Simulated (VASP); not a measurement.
# AlN (P6_3/mmc) in VASP: notebook

AlN is run at these levels: PBEsol; tasks: single point.

Program: VASP 6.6.1. These are calculated values, not measurements. Logs are shortened: lines on timing, memory, paths and dates and some standing lists are left out, and cuts for length are marked.

## Step 1: The cell of the first run

The structure is hexagonal, space group P6_3/mmc (No. 194). Conventional cell: a = 3.336 Å, b = 3.336 Å, c = 3.861 Å, α = 90.00°, β = 90.00°, γ = 120.00°. Al (site symmetry -6m2) has 5 N at 1.93 Å within 2.6 Å. N (site symmetry -6m2) has 5 Al at 1.93 Å within 2.6 Å.

## Step 2: Single point, PBEsol (volume 9.301 Å^3 an atom, c/a of the conventional cell 1.1574)

INCAR reads:

```
SYSTEM = AlN
ALGO     = Normal         ! electronic algorithm
EDIFF    = 1E-6           ! SCF threshold, eV
ENCUT    = 520            ! plane-wave cutoff, eV
GGA      = PS             ! functional
ISIF     = 2              ! what is computed and relaxed
ISMEAR   = 0              ! smearing method
LASPH    = .TRUE.         ! aspherical terms in the spheres
LCHARG   = .TRUE.         ! write CHGCAR
LELF     = .TRUE.         ! ELF
LREAL    = .FALSE.        ! projectors in reciprocal space
LVHAR    = .TRUE.       
LWAVE    = .FALSE.        ! write WAVECAR
NBANDS   = 16             ! bands
NELM     = 100            ! most SCF steps
PREC     = Accurate       ! precision mode
SIGMA    = 0.05           ! smearing width, eV
```

KPOINTS reads:

```
k-points
0
G
  9 9 6
  0 0 0
```

POSCAR reads:

```
AlN
1.0
    3.3357373059      0.0000000000      0.0000000000
   -1.6678686530      2.8888332472      0.0000000000
    0.0000000000      0.0000000000      3.8607823578
Al N
2 2
Direct
    0.3333333333      0.6666666667      0.7500000000
    0.6666666667      0.3333333333      0.2500000000
    0.3333333333      0.6666666667      0.2500000000
    0.6666666667      0.3333333333      0.7500000000
```

Potentials or basis: VASP PAW PBE potentials, release 64 (Al, N).

Run with:

```
$ cat potpaw_PBE.64/Al/POTCAR potpaw_PBE.64/N/POTCAR > POTCAR
$ mpirun -np 1 vasp_std > vasp.out
```

OUTCAR:

```text
SYSTEM = AlN
   EDIFF = 1E-6
   ENCUT = 520
   GGA = PS
   ISIF = 2
   ISMEAR = 0
   LASPH = .TRUE.
   LREAL = .FALSE.
   NELM = 100
   PREC = Accurate

 ion  position               nearest neighbor table
   1  0.333  0.667  0.750-   4 1.93   4 1.93   4 1.93   3 1.93   3 1.93   2 2.73   2 2.73   2 2.73
                             2 2.73   2 2.73   2 2.73
   2  0.667  0.333  0.250-   3 1.93   3 1.93   3 1.93   4 1.93   4 1.93   1 2.73   1 2.73   1 2.73
                             1 2.73   1 2.73   1 2.73
   3  0.333  0.667  0.250-   2 1.93   2 1.93   2 1.93   1 1.93   1 1.93
   4  0.667  0.333  0.750-   1 1.93   1 1.93   1 1.93   2 1.93   2 1.93

  LATTYP: Found a hexagonal cell.
 ALAT       =     3.3357373059
 C/A-ratio  =     1.1574000000

  Lattice vectors:

 A1 = (   3.3357373059,   0.0000000000,   0.0000000000)
 A2 = (  -1.6678686530,   2.8888332472,   0.0000000000)
 A3 = (   0.0000000000,   0.0000000000,   3.8607823578)

Analysis of symmetry for initial positions (statically):
=====================================================================
 Subroutine PRICEL returns:
 Original cell was already a primitive cell.

 Routine SETGRP: Setting up the symmetry group for a
 hexagonal supercell.

 Subroutine GETGRP returns: Found 24 space group operations
 (whereof 12 operations were pure point group operations)
 out of a pool of 24 trial point group operations.

The static configuration has the point symmetry D_3d.
 The point group associated with its full space group is D_6h.

Analysis of symmetry for dynamics (positions and initial velocities):
=====================================================================
 Subroutine PRICEL returns:
 Original cell was already a primitive cell.

 Routine SETGRP: Setting up the symmetry group for a
 hexagonal supercell.

 Subroutine GETGRP returns: Found 24 space group operations
 (whereof 12 operations were pure point group operations)
 out of a pool of 24 trial point group operations.

The dynamic configuration has the point symmetry D_3d.
 The point group associated with its full space group is D_6h.

 Subroutine INISYM returns: Found 24 space group operations
 (whereof 12 operations are pure point group operations),
 and found     1 'primitive' translations

----------------------------------------------------------------------------------------

                                     Primitive cell

  volume of cell :      37.2040

  direct lattice vectors                    reciprocal lattice vectors
     3.335737306  0.000000000  0.000000000     0.299783798  0.173080257  0.000000000
    -1.667868653  2.888833247  0.000000000     0.000000000  0.346160513  0.000000000
     0.000000000  0.000000000  3.860782358     0.000000000  0.000000000  0.259014860

  length of vectors
     3.335737306  3.335737306  3.860782358     0.346160513  0.346160513  0.259014860

  position of ions in fractional coordinates (direct lattice)
     0.333333333  0.666666667  0.750000000
     0.666666667  0.333333333  0.250000000
     0.333333333  0.666666667  0.250000000
     0.666666667  0.333333333  0.750000000

  ion indices of the primitive-cell ions
   primitive index   ion index
                 1           1
                 2           2
                 3           3
                 4           4

----------------------------------------------------------------------------------------

 KPOINTS: k-points

Automatic generation of k-mesh.
 Grid dimensions read from file:
 generate k-points for:    9    9    6

 Generating k-lattice:

  Cartesian coordinates                     Fractional coordinates (reciprocal lattice)
     0.033309311  0.019231140  0.000000000     0.111111111  0.000000000  0.000000000
     0.000000000  0.038462279  0.000000000     0.000000000  0.111111111  0.000000000
     0.000000000  0.000000000  0.043169143     0.000000000  0.000000000  0.166666667

  Length of vectors
     0.038462279  0.038462279  0.043169143

  Shift w.r.t. Gamma in fractional coordinates (k-lattice)
     0.000000000  0.000000000  0.000000000

 Subroutine IBZKPT returns following result:
 ===========================================

 Found     48 irreducible k-points:

 Following reciprocal coordinates:
            Coordinates               Weight
  0.000000  0.000000  0.000000      1.000000
  0.111111  0.000000  0.000000      6.000000
  0.222222  0.000000  0.000000      6.000000
  0.333333 -0.000000  0.000000      6.000000
  0.444444  0.000000  0.000000      6.000000
  0.111111  0.111111  0.000000      6.000000
[... 16 lines left out ...]
  0.333333  0.222222  0.166667     24.000000
  0.333333  0.333333  0.166667      4.000000
 [... further k-points ...]
   k-points           NKPTS =     48   k-points in BZ     NKDIM =     48   number of bands    NBANDS=     16
   number of dos      NEDOS =    301   number of ions     NIONS =      4
   total plane-waves  NPLWV =  23520
   dimension x,y,z NGX =    28 NGY =   28 NGZ =   30
   dimension x,y,z NGXF=    56 NGYF=   56 NGZF=   60
   ions per type =               2   2
   NGX,Y,Z   is equivalent  to a cutoff of  13.95, 13.95, 12.92 a.u.
   NGXF,Y,Z  is equivalent  to a cutoff of  27.91, 27.91, 25.84 a.u.
 SYSTEM =  AlN
   PREC   = accura    normal or accurate (medium, high low for compatibility)
   ISTART =      0    job   : 0-new  1-cont  2-samecut
   ICHARG =      2    charge: 1-file 2-atom 10-const
   ISPIN  =      1    spin polarized calculation?
   LNONCOLLINEAR =      F non collinear calculations
   LSORBIT =      F    spin-orbit coupling
   LASPH  =      T    aspherical Exc in radial PAW
   ENCUT  =  520.0 eV  38.22 Ry    6.18 a.u.   6.20  6.20  7.18*2*pi/ulx,y,z
   NELM   =    100;   NELMIN=  2; NELMDL= -5     # of ELM steps
   EDIFF  = 0.1E-05   stopping-criterion for ELM
   LREAL  =      F    real-space projection
   EDIFFG = 0.1E-04   stopping-criterion for IOM
   NSW    =      0    number of steps for IOM
   IBRION =     -1    ionic relax: 0-MD 1-quasi-New 2-CG
   NFREE  =      0    steps in history (QN), initial steepest desc. (CG)
   ISIF   =      2    stress and relaxation
   ISYM   =      2    0-nonsym 1-usesym 2-fastsym
   POTIM  = 0.5000    time-step for ionic-motion
   TEBEG  =    0.0;   TEEND  =   0.0 temperature during run
   PSTRESS=    0.0 pullay stress
   NELECT =      16.0000    total number of electrons
   NUPDOWN=      -1.0000    fix difference up-down
   EMIN   =  10.00;   EMAX   =-10.00  energy-range for DOS
   EFERMI =   0.00;   METHOD = LEGACY
   ISMEAR =     0;   SIGMA  =   0.05  broadening in eV -4-tet -1-fermi 0-gaus
   EFERMI_NEDOS =   21; number of points for ismear=-14 and -15
   IALGO  =     38    algorithm
   IMIX   =      4    mixing-type and parameters
     AMIX     =   0.40;   BMIX     =  1.00
     AMIX_MAG =   1.60;   BMIX_MAG =  1.00
  volume/ion in A,a.u.               =       9.30        62.77
  Fermi-wavevector in a.u.,A,eV,Ry     =   1.235715  2.335163 20.775978  1.526991
  Thomas-Fermi vector in A             =   2.370353
   LORBIT       =      0    0 simple, 1 ext, 2 COOP (PROOUT), +10 PAW based schemes
   GGA     = PS    functional components
   LHFCALC =     F    Hartree Fock is set to
   AEXX    =    0.0000 exact exchange contribution
   IVDW    =     0    specifies the selected vdW correction
   LEPSILON=     F    determine dielectric tensor
   LRPA    =     F    only Hartree local field effects (RPA)
 non-spin polarized calculation
 Gauss-broadening in eV      SIGMA  =   0.05
  energy-cutoff  :      520.00
  volume of cell :       37.20
 maximum number of plane-waves:      1014
 NGX is ok and might be reduce to    28
   NGX = 13   NGY = 13   NGZ = 15

 number of electron      16.0000002 magnetization

 Free energy of the ion-electron system (eV)
  ---------------------------------------------------
  ext. energy  EPLUGINS =         0.00000000
  ---------------------------------------------------
  free energy    TOTEN  =       -30.75408425 eV

  energy without entropy =      -30.75408425  energy(sigma->0) =      -30.75408425

 E-fermi :   8.3891     XC(G=0): -11.6310

 val. band max:        8.1932909083   @ k =   0.0000   0.0000   0.0000
 cond. band min:      12.0550325602   @ k =   0.0000   0.0000   0.0000
 fundamental gap:      3.8617416519
 Fermi energy:         8.3891443445

 k-point     1 :       0.0000    0.0000    0.0000
  band No.  band energies     occupation
      1      -8.7597      2.00000
      2      -4.3009      2.00000
      3       1.4879      2.00000
      4       4.7952      2.00000
      5       4.7952      2.00000
      6       6.9978      2.00000
[... 8 lines left out ...]
     15      20.4382      0.00000
     16      20.4382      0.00000

 k-point     2 :       0.1111    0.0000    0.0000
  band No.  band energies     occupation
      1      -8.6178      2.00000
      2      -4.3435      2.00000
      3       1.6307      2.00000
      4       4.3752      2.00000
      5       4.5812      2.00000
      6       6.5519      2.00000
[... 8 lines left out ...]
     15      20.1144      0.00000
     16      20.7736      0.00000

 k-point     3 :       0.2222    0.0000    0.0000
  band No.  band energies     occupation
      1      -8.2089      2.00000
      2      -4.5122      2.00000
      3       2.0463      2.00000
      4       3.4464      2.00000
      5       4.1487      2.00000
      6       5.7834      2.00000
[... 8 lines left out ...]
     15      19.5256      0.00000
     16      21.6685      0.00000

 k-point     4 :       0.3333   -0.0000    0.0000
  band No.  band energies     occupation
      1      -7.5957      2.00000
      2      -4.8814      2.00000
      3       2.5896      2.00000
      4       2.6836      2.00000
      5       3.7612      2.00000
      6       5.1742      2.00000
[... 8 lines left out ...]
     15      19.6063      0.00000
     16      22.7458      0.00000
[... 324 lines left out ...]
 k-point    22 :       0.2222    0.2222    0.1667
  band No.  band energies     occupation
      1      -7.0894      2.00000
      2      -5.1761      2.00000
      3       1.9719      2.00000
      4       2.2716      2.00000
      5       4.1440      2.00000
      6       4.8919      2.00000
[... 8 lines left out ...]
     15      20.8556      0.00000
     16      22.7453      0.00000

 k-point    23 :       0.3333    0.2222    0.1667
  band No.  band energies     occupation
      1      -6.5035      2.00000
      2      -5.5626      2.00000
      3       1.6474      2.00000
      4       2.4567      2.00000
      5       3.3705      2.00000
      6       5.3701      2.00000
[... 8 lines left out ...]
     15      20.9317      0.00000
     16      22.3962      0.00000

 k-point    24 :       0.3333    0.3333    0.1667
  band No.  band energies     occupation
      1      -5.9925      2.00000
      2      -5.9925      2.00000
      3       1.5390      2.00000
      4       2.8010      2.00000
      5       2.8010      2.00000
      6       5.9682      2.00000
[... 8 lines left out ...]
     15      20.3684      0.00000
     16      22.6766      0.00000

 [... further k-points ...]
[... 5 lines left out ...]
  --------------------------------------------------------------------------------------
  -------------------------------------------------------------------------------------
  Total        1.1265482      1.1265482      6.4558628     -0.0000000     -0.0000000      0.0000000
  in kB       48.5144083     48.5144083    278.0194860     -0.0000000     -0.0000000      0.0000000
  external PRESSURE =     125.0161009 kB  Pullay stress =       0.0000000 kB

 VOLUME and BASIS-vectors are now :
 -----------------------------------------------------------------------------
  energy-cutoff  :      520.00
  volume of cell :       37.20
      direct lattice vectors                 reciprocal lattice vectors
     3.335737306  0.000000000  0.000000000     0.299783798  0.173080257  0.000000000
    -1.667868653  2.888833247  0.000000000     0.000000000  0.346160513  0.000000000
     0.000000000  0.000000000  3.860782358     0.000000000  0.000000000  0.259014860

 POSITION                                       TOTAL-FORCE (eV/Angst)
 -----------------------------------------------------------------------------------
     -0.00000      1.92589      2.89559        -0.000000      0.000000      0.000000
      1.66787      0.96294      0.96520        -0.000000     -0.000000      0.000000
     -0.00000      1.92589      0.96520         0.000000      0.000000      0.000000
      1.66787      0.96294      2.89559        -0.000000      0.000000      0.000000
 -----------------------------------------------------------------------------------
    total drift:                               -0.000000      0.000000      0.000000

  FREE ENERGIE OF THE ION-ELECTRON SYSTEM (eV)
  ---------------------------------------------------
  free  energy   TOTEN  =       -30.7540842545 eV

  energy  without entropy=      -30.7540842545  energy(sigma->0) =      -30.75408425
```

Wall time 19 s (1 thread of AMD EPYC 9R14 (Zen 4), shared host); peak memory 0.13 GiB.

What came out:

- Free energy: -30.7541 eV
- Pressure: 12.5 GPa
- Band gap on the k mesh: 3.86 eV, direct

Stress tensor (GPa, compression positive):
```
 4.85  0.00  0.00
 0.00  4.85  0.00
 0.00  0.00 27.80
```

Caveat: the PAW data sets were made with another functional, which shifts forces and pressure a little.

(Continued in part 2 of 2.)
